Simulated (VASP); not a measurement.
A run of VASP 6.6.1:

File INCAR:

```
SYSTEM = Ni
PREC = Accurate
ENCUT = 520
EDIFF = 1E-6
ISMEAR = -1
SIGMA = 0.08
LREAL = .FALSE.
LASPH = .TRUE.
NELM = 150
ALGO = Normal
ISIF = 2
LWAVE = .FALSE.
LCHARG = .FALSE.
ISPIN = 2
MAGMOM = 1 1
LORBIT = 11
LMAXMIX = 4
GGA = PS
NBANDS = 21
```

File KPOINTS:

```
regular mesh
0
G
  14 14 14
  0 0 0
```

The input POSCAR:

```
Ni
1.0
    0.0000000000      2.2239548552      2.2239548552
    2.2239548552      0.0000000000      2.2239548552
    2.2239548552      2.2239548552      0.0000000000
Ni
2
Direct
   -0.1250000000     -0.1250000000     -0.1250000000
    0.1250000000      0.1250000000      0.1250000000
```

Potentials or basis: VASP PAW PBE potentials, release 64 (Ni).

Launch:

```console
$ cat potpaw_PBE.64/Ni/POTCAR > POTCAR
$ mpirun -np 1 vasp_std > vasp.out
```

Hardware: 1 thread of AMD EPYC 9R45 96-Core Processor (Zen 5), with other jobs on the host.

Q: Estimate the wall time of this run.

A: Run time: 35 s on 1 thread of AMD EPYC 9R45 96-Core Processor (Zen 5) (shared host), peak memory 0.16 GiB. Counts: scf iterations 12, k points 104.
